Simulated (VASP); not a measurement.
# Cu (I4/mmm) in VASP: notebook

Cu is run at these levels: PBE; tasks: single point.

Program: VASP 6.6.1. These are calculated values, not measurements. Logs are shortened: lines on timing, memory, paths and dates and some standing lists are left out, and cuts for length are marked.

## (1) The cell of the first run

Symmetry: I4/mmm, No. 139, tetragonal system. Conventional cell: a = 2.942 Å, b = 2.942 Å, c = 3.055 Å, α = 90.00°, β = 90.00°, γ = 90.00°. Within 3.4 Å of Cu (site symmetry 4/mmm) lie 14 Cu at 2.58 to 3.05 Å.

## (2) Single point, PBE (13.22 Å³/atom)

INCAR

```
PREC = Accurate
ENCUT = 520
EDIFF = 1E-6
ISMEAR = 0
SIGMA = 0.15
LREAL = F
LASPH = T
NELM = 80
ALGO = Fast
ISIF = 2
LWAVE = F
LCHARG = T
GGA = PE
LELF = T
LVHAR = T
NBANDS = 12
```

KPOINTS

```
Automatic mesh
0
Gamma
  24 24 24
```

POSCAR

```
Cu
1.0
    0.0000000000      2.0801152975      1.5274286630
    2.0801152975      0.0000000000      1.5274286630
    2.0801152975      2.0801152975      0.0000000000
Cu
1
Direct
    0.0000000000      0.0000000000      0.0000000000
```

Potentials or basis: VASP PAW PBE potentials, release 64 (Cu).

On the command line:

```
> cat potpaw_PBE.64/Cu/POTCAR > POTCAR
> mpirun -np 1 vasp_std > vasp.out
```

OUTCAR:

```text
PREC = Accurate
   ENCUT = 520
   EDIFF = 1E-6
   ISMEAR = 0
   LREAL = F
   LASPH = T
   NELM = 80
   ISIF = 2
   GGA = PE

 ion  position               nearest neighbor table
   1  0.000  0.000  0.000-

  LATTYP: Found a body centered tetragonal cell.
 ALAT       =     2.9417272650
 C/A-ratio  =     1.0384570189

  Lattice vectors:

 A1 = (   0.0000000000,  -2.0801152975,  -1.5274286630)
 A2 = (   0.0000000000,   2.0801152975,  -1.5274286630)
 A3 = (   2.0801152975,   0.0000000000,   1.5274286630)

Analysis of symmetry for initial positions (statically):
=====================================================================
 Subroutine PRICEL returns:
 Original cell was already a primitive cell.

 Routine SETGRP: Setting up the symmetry group for a
 body centered tetragonal supercell.

 Subroutine GETGRP returns: Found 16 space group operations
 (whereof 16 operations were pure point group operations)
 out of a pool of 16 trial point group operations.

The static configuration has the point symmetry D_4h.

Analysis of symmetry for dynamics (positions and initial velocities):
=====================================================================
 Subroutine PRICEL returns:
 Original cell was already a primitive cell.

 Routine SETGRP: Setting up the symmetry group for a
 body centered tetragonal supercell.

 Subroutine GETGRP returns: Found 16 space group operations
 (whereof 16 operations were pure point group operations)
 out of a pool of 16 trial point group operations.

The dynamic configuration has the point symmetry D_4h.

 Subroutine INISYM returns: Found 16 space group operations
 (whereof 16 operations are pure point group operations),
 and found     1 'primitive' translations

----------------------------------------------------------------------------------------

                                     Primitive cell

  volume of cell :      13.2180

  direct lattice vectors                    reciprocal lattice vectors
     0.000000000  2.080115297  1.527428663    -0.240371291  0.240371291  0.327347530
     2.080115297  0.000000000  1.527428663     0.240371291 -0.240371291  0.327347530
     2.080115297  2.080115297  0.000000000     0.240371291  0.240371291 -0.327347530

  length of vectors
     2.580681687  2.580681687  2.941727265     0.471924910  0.471924910  0.471924910

  position of ions in fractional coordinates (direct lattice)
     0.000000000  0.000000000  0.000000000

  ion indices of the primitive-cell ions
   primitive index   ion index
                 1           1

----------------------------------------------------------------------------------------

 KPOINTS: Automatic mesh

Automatic generation of k-mesh.
 Grid dimensions read from file:
 generate k-points for:   24   24   24

 Generating k-lattice:

  Cartesian coordinates                     Fractional coordinates (reciprocal lattice)
    -0.010015470  0.010015470  0.013639480     0.041666667  0.000000000  0.000000000
     0.010015470 -0.010015470  0.013639480     0.000000000  0.041666667  0.000000000
     0.010015470  0.010015470 -0.013639480    -0.000000000 -0.000000000  0.041666667

  Length of vectors
     0.019663538  0.019663538  0.019663538

  Shift w.r.t. Gamma in fractional coordinates (k-lattice)
     0.000000000  0.000000000  0.000000000

 Subroutine IBZKPT returns following result:
 ===========================================

 Found   1063 irreducible k-points:

 Following reciprocal coordinates:
            Coordinates               Weight
  0.000000  0.000000  0.000000      1.000000
  0.041667  0.000000  0.000000      8.000000
  0.083333  0.000000  0.000000      8.000000
  0.125000  0.000000  0.000000      8.000000
  0.166667  0.000000  0.000000      8.000000
  0.208333  0.000000  0.000000      8.000000
[... 16 lines left out ...]
  0.416667  0.041667  0.000000      8.000000
  0.458333  0.041667  0.000000      8.000000
 [... further k-points ...]
   k-points           NKPTS =   1063   k-points in BZ     NKDIM =   1063   number of bands    NBANDS=     12
   number of dos      NEDOS =    301   number of ions     NIONS =      1
   total plane-waves  NPLWV =   9600
   dimension x,y,z NGX =    20 NGY =   20 NGZ =   24
   dimension x,y,z NGXF=    40 NGYF=   40 NGZF=   48
   ions per type =               1
   NGX,Y,Z   is equivalent  to a cutoff of  12.88, 12.88, 13.56 a.u.
   NGXF,Y,Z  is equivalent  to a cutoff of  25.77, 25.77, 27.13 a.u.
 SYSTEM =  unknown system
   PREC   = accura    normal or accurate (medium, high low for compatibility)
   ISTART =      0    job   : 0-new  1-cont  2-samecut
   ICHARG =      2    charge: 1-file 2-atom 10-const
   ISPIN  =      1    spin polarized calculation?
   LNONCOLLINEAR =      F non collinear calculations
   LSORBIT =      F    spin-orbit coupling
   LASPH  =      T    aspherical Exc in radial PAW
   ENCUT  =  520.0 eV  38.22 Ry    6.18 a.u.   4.80  4.80  5.47*2*pi/ulx,y,z
   NELM   =     80;   NELMIN=  2; NELMDL= -5     # of ELM steps
   EDIFF  = 0.1E-05   stopping-criterion for ELM
   LREAL  =      F    real-space projection
   EDIFFG = 0.1E-04   stopping-criterion for IOM
   NSW    =      0    number of steps for IOM
   IBRION =     -1    ionic relax: 0-MD 1-quasi-New 2-CG
   NFREE  =      0    steps in history (QN), initial steepest desc. (CG)
   ISIF   =      2    stress and relaxation
   ISYM   =      2    0-nonsym 1-usesym 2-fastsym
   POTIM  = 0.5000    time-step for ionic-motion
   TEBEG  =    0.0;   TEEND  =   0.0 temperature during run
   PSTRESS=    0.0 pullay stress
   NELECT =      11.0000    total number of electrons
   NUPDOWN=      -1.0000    fix difference up-down
   EMIN   =  10.00;   EMAX   =-10.00  energy-range for DOS
   EFERMI =   0.00;   METHOD = LEGACY
   ISMEAR =     0;   SIGMA  =   0.15  broadening in eV -4-tet -1-fermi 0-gaus
   EFERMI_NEDOS =   21; number of points for ismear=-14 and -15
   IALGO  =     68    algorithm
   IMIX   =      4    mixing-type and parameters
     AMIX     =   0.40;   BMIX     =  1.00
     AMIX_MAG =   1.60;   BMIX_MAG =  1.00
  volume/ion in A,a.u.               =      13.22        89.20
  Fermi-wavevector in a.u.,A,eV,Ry     =   1.539869  2.909931 32.262093  2.371197
  Thomas-Fermi vector in A             =   2.646036
   LORBIT       =      0    0 simple, 1 ext, 2 COOP (PROOUT), +10 PAW based schemes
   GGA     = PE    functional components
   LHFCALC =     F    Hartree Fock is set to
   AEXX    =    0.0000 exact exchange contribution
   IVDW    =     0    specifies the selected vdW correction
   LEPSILON=     F    determine dielectric tensor
   LRPA    =     F    only Hartree local field effects (RPA)
 non-spin polarized calculation
 RMM-DIIS sequential band-by-band and
 Gauss-broadening in eV      SIGMA  =   0.15
  energy-cutoff  :      520.00
  volume of cell :       13.22
 maximum number of plane-waves:       374
   NGX =  9   NGY =  9   NGZ = 11

 number of electron      11.0000000 magnetization

 Free energy of the ion-electron system (eV)
  ---------------------------------------------------
  ext. energy  EPLUGINS =         0.00000000
  ---------------------------------------------------
  free energy    TOTEN  =        -3.65495218 eV

  energy without entropy =       -3.65006203  energy(sigma->0) =       -3.65250711

 E-fermi :   6.2707     XC(G=0): -12.0866

 val. band max:        6.2682960231   @ k =   0.5000   0.0833   0.3333
 cond. band min:       6.2721986066   @ k =   0.5000   0.0833   0.0417
 fundamental gap:      0.0039025835
 Fermi energy:         6.2707422714

 k-point     1 :       0.0000    0.0000    0.0000
  band No.  band energies     occupation
      1      -2.2519      2.00000
      2       3.4645      2.00000
      3       3.4645      2.00000
      4       3.5810      2.00000
      5       4.2905      2.00000
      6       4.4107      2.00000
      7      29.7585      0.00000
      8      30.3548      0.00000
      9      30.3548      0.00000
     10      31.6834      0.00000
     11      32.6189      0.00000
     12      32.6195      0.00000

 k-point     2 :       0.0417    0.0000    0.0000
  band No.  band energies     occupation
      1      -2.1907      2.00000
      2       3.4649      2.00000
      3       3.4693      2.00000
      4       3.5876      2.00000
      5       4.2836      2.00000
      6       4.4074      2.00000
      7      29.0349      0.00000
      8      29.9506      0.00000
      9      30.1122      0.00000
     10      31.2124      0.00000
     11      31.8517      0.00000
     12      31.9362      0.00000

 k-point     3 :       0.0833    0.0000    0.0000
  band No.  band energies     occupation
      1      -2.0083      2.00000
      2       3.4637      2.00000
      3       3.4646      2.00000
      4       3.6275      2.00000
      5       4.2632      2.00000
      6       4.4001      2.00000
      7      27.0948      0.00000
      8      29.3012      0.00000
      9      29.5320      0.00000
     10      30.6967      0.00000
     11      30.9431      0.00000
     12      31.3227      0.00000
[... 286 lines left out ...]
 k-point    23 :       0.4167    0.0417    0.0000
  band No.  band energies     occupation
      1       1.7322      2.00000
      2       3.0222      2.00000
      3       4.1621      2.00000
      4       4.2478      2.00000
      5       4.8463      2.00000
      6       5.0507      2.00000
      7      11.7128      0.00000
      8      22.6638      0.00000
      9      23.2546      0.00000
     10      27.3140      0.00000
     11      29.3122      0.00000
     12      36.1543      0.00000

 k-point    24 :       0.4583    0.0417    0.0000
  band No.  band energies     occupation
      1       1.8404      2.00000
      2       2.9946      2.00000
      3       4.2357      2.00000
      4       4.2725      2.00000
      5       4.9274      2.00000
      6       5.7079      2.00000
      7      10.4949      0.00000
      8      22.4362      0.00000
      9      23.0645      0.00000
     10      27.1662      0.00000
     11      29.2506      0.00000
     12      36.4475      0.00000

 [... further k-points ...]

------------------------ aborting loop because EDIFF is reached ----------------------------------------

  FORCE on cell =-STRESS in cart. coord.  units (eV):
  Direction    XX          YY          ZZ          XY          YZ          ZX
  --------------------------------------------------------------------------------------
  -------------------------------------------------------------------------------------
  Total       -0.8304952     -0.8304952     -0.7775985      0.0000000     -0.0000000      0.0000000
  in kB     -100.6658022   -100.6658022    -94.2541036      0.0000000     -0.0000000      0.0000000
  external PRESSURE =     -98.5285693 kB  Pullay stress =       0.0000000 kB

 VOLUME and BASIS-vectors are now :
 -----------------------------------------------------------------------------
  energy-cutoff  :      520.00
  volume of cell :       13.22
      direct lattice vectors                 reciprocal lattice vectors
     0.000000000  2.080115297  1.527428663    -0.240371291  0.240371291  0.327347530
     2.080115297  0.000000000  1.527428663     0.240371291 -0.240371291  0.327347530
     2.080115297  2.080115297  0.000000000     0.240371291  0.240371291 -0.327347530

 POSITION                                       TOTAL-FORCE (eV/Angst)
 -----------------------------------------------------------------------------------
      0.00000      0.00000      0.00000         0.000000      0.000000      0.000000
 -----------------------------------------------------------------------------------
    total drift:                                0.000000     -0.000000      0.000000

  FREE ENERGIE OF THE ION-ELECTRON SYSTEM (eV)
  ---------------------------------------------------
  free  energy   TOTEN  =        -3.6549521825 eV

  energy  without entropy=       -3.6500620296  energy(sigma->0) =       -3.65250711
```

Wall time 79 s (1 thread of Intel Xeon 6975P-C (Granite Rapids), shared host); peak memory 0.27 GiB.

What came out:

```
Free energy            : -3.6550 eV
Pressure               : -9.9 GPa
Band gap on the k mesh : zero (an odd number of electrons rules out a gap without spin polarisation)
```

Stress tensor (GPa, compression positive):
```
-10.07   0.00   0.00
  0.00 -10.07   0.00
  0.00   0.00  -9.43
```

Caveat: the cell stands under tension.

## (3) Single point, PBE (13.22 Å³/atom)

INCAR

```
  PREC = Accurate
  ENCUT = 520
  EDIFF = 1E-6
  ISMEAR = 0
  SIGMA = 0.15
  LREAL = False
  LASPH = True
  NELM = 100
  ALGO = Fast
  ISIF = 2
  LWAVE = False
  LCHARG = True
  GGA = PE
  LELF = True
  LVHAR = True
  NBANDS = 12
```

KPOINTS is that of step 2.

POSCAR

```
Cu
1.0
    0.0000000000      2.1343853302      1.4507417090
    2.1343853302      0.0000000000      1.4507417090
    2.1343853302      2.1343853302      0.0000000000
Cu
1
Direct
    0.0000000000      0.0000000000      0.0000000000
```

Potentials or basis: VASP PAW PBE potentials, release 64 (Cu).

On the command line:

```
> cat potpaw_PBE.64/Cu/POTCAR > POTCAR
> mpirun -np 1 vasp_std > vasp.out
```

OUTCAR:

```text
PREC = Accurate
   ENCUT = 520
   EDIFF = 1E-6
   ISMEAR = 0
   LREAL = False
   LASPH = True
   NELM = 100
   ISIF = 2
   GGA = PE

 ion  position               nearest neighbor table
   1  0.000  0.000  0.000-

  LATTYP: Found a body centered tetragonal cell.
 ALAT       =     3.0184766813
 C/A-ratio  =     0.9612409584

  Lattice vectors:

 A1 = (   0.0000000000,  -2.1343853302,  -1.4507417090)
 A2 = (   0.0000000000,   2.1343853302,  -1.4507417090)
 A3 = (   2.1343853302,   0.0000000000,   1.4507417090)

Analysis of symmetry for initial positions (statically):
=====================================================================
 Subroutine PRICEL returns:
 Original cell was already a primitive cell.

 Routine SETGRP: Setting up the symmetry group for a
 body centered tetragonal supercell.

 Subroutine GETGRP returns: Found 16 space group operations
 (whereof 16 operations were pure point group operations)
 out of a pool of 16 trial point group operations.

The static configuration has the point symmetry D_4h.

[... 167 lines left out ...]
  band No.  band energies     occupation
      1      -2.2519      2.00000
      2       3.4171      2.00000
      3       3.5470      2.00000
      4       3.5470      2.00000
      5       4.2818      2.00000
      6       4.4184      2.00000
      7      29.8091      0.00000
      8      29.8091      0.00000
      9      30.8113      0.00000
     10      32.1028      0.00000
     11      32.1031      0.00000
     12      32.7731      0.00000
[... 331 lines left out ...]
 k-point    24 :       0.4583    0.0417    0.0000
  band No.  band energies     occupation
      1       1.8715      2.00000
      2       2.8910      2.00000
      3       4.2377      2.00000
      4       4.4110      2.00000
      5       4.9370      2.00000
      6       5.9081      1.99937
      7      10.6952      0.00000
      8      21.8219      0.00000
      9      22.4312      0.00000
     10      26.5251      0.00000
     11      28.6413      0.00000
     12      36.1758      0.00000

 [... further k-points ...]

------------------------ aborting loop because EDIFF is reached ----------------------------------------

  FORCE on cell =-STRESS in cart. coord.  units (eV):
  Direction    XX          YY          ZZ          XY          YZ          ZX
  --------------------------------------------------------------------------------------
  -------------------------------------------------------------------------------------
  Total       -0.7998975     -0.7998975     -0.8318595      0.0000000     -0.0000000     -0.0000000
  in kB      -96.9569956    -96.9569956   -100.8311675      0.0000000     -0.0000000     -0.0000000
  external PRESSURE =     -98.2483862 kB  Pullay stress =       0.0000000 kB

 VOLUME and BASIS-vectors are now :
 -----------------------------------------------------------------------------
  energy-cutoff  :      520.00
  volume of cell :       13.22
      direct lattice vectors                 reciprocal lattice vectors
     0.000000000  2.134385330  1.450741709    -0.234259481  0.234259481  0.344651289
     2.134385330  0.000000000  1.450741709     0.234259481 -0.234259481  0.344651289
     2.134385330  2.134385330  0.000000000     0.234259481  0.234259481 -0.344651289

 POSITION                                       TOTAL-FORCE (eV/Angst)
 -----------------------------------------------------------------------------------
      0.00000      0.00000      0.00000         0.000000      0.000000      0.000000
 -----------------------------------------------------------------------------------
    total drift:                                0.000000     -0.000000      0.000000

  FREE ENERGIE OF THE ION-ELECTRON SYSTEM (eV)
  ---------------------------------------------------
  free  energy   TOTEN  =        -3.6547875073 eV

  energy  without entropy=       -3.6499001629  energy(sigma->0) =       -3.65234384
```

stdout:

```text
POSCAR found type information on POSCAR Cu
 POSCAR found :  1 types and       1 ions
 scaLAPACK will be used
 LDA part: xc-table for (Slater+PW92), standard interpolation
 POSCAR, INCAR and KPOINTS ok, starting setup
 FFT: planning ... GRIDC
 FFT: planning ... GRID_SOFT
 FFT: planning ... GRID
 WAVECAR not read
 entering main loop
WARNING in EDDRMM: call to ZHEGV failed, returncode =   6  3      7
WARNING in EDDRMM: call to ZHEGV failed, returncode =   6  3      9
WARNING in EDDRMM: call to ZHEGV failed, returncode =   6  3     10
WARNING in EDDRMM: call to ZHEGV failed, returncode =   6  3     11
WARNING in EDDRMM: call to ZHEGV failed, returncode =   6  3      9
```

Run time: 79 s. Hardware: 1 thread of Intel Xeon 6975P-C (Granite Rapids), shared host; peak memory 0.27 GiB.

What came out:

```yaml
Free_energy: -3.6548 eV
Pressure: -9.8 GPa
Band_gap_on_the_k_mesh: zero (an odd number of electrons rules out a gap without spin polarisation)
```

Caveat: the cell stands under tension.
